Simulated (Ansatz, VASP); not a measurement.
**CsH: VASP beside Ansatz**

```
Cs H
1.0
     0.14936    3.18800    3.18800
     3.18800    0.14936    3.18800
     3.33736    3.33736    0.00000
Cs H
1 1
Direct
  0.00000 0.00000 0.00000
  0.50000 0.50000 0.50000
```

Change from the starting cell: strain +0.0937 x Voigt [0, 0, 0, 0, 0, 1], atoms carried along.

Alike in both runs: task single point; functional LDA; k mesh 8 × 8 × 8; occupations gaussian, width 0.05 eV; no spin polarisation.

```csv
,VASP,Ansatz
version,VASP 6.6.1,Ansatz 0.2.0
potentials or method,"VASP PAW LDA potentials, release 64 (Cs_sv, H), cutoff 520 eV","scalar-relativistic, plane waves, PAW"
valence electrons in the cell,10,10
```

Ansatz gave:

```
gap on the k mesh at the Fermi level (eV)                     : 1.90
least direct gap on the mesh (eV)                             : 1.95
pressure (GPa)                                                : -1.3
traceless stress, the component that is largest in VASP (GPa) : -0.52
```

Problem. Estimate VASP's values.

Solution. gap on the k mesh at the Fermi level (eV): 1.88; least direct gap on the mesh (eV): 1.93; pressure (GPa): -1.3; traceless stress, the component that is largest in VASP (GPa): -0.52.

LDA's correlation is that of Perdew and Zunger in VASP and of Perdew and Wang (1992) in Ansatz.

Neither program's run includes spin-orbit coupling.
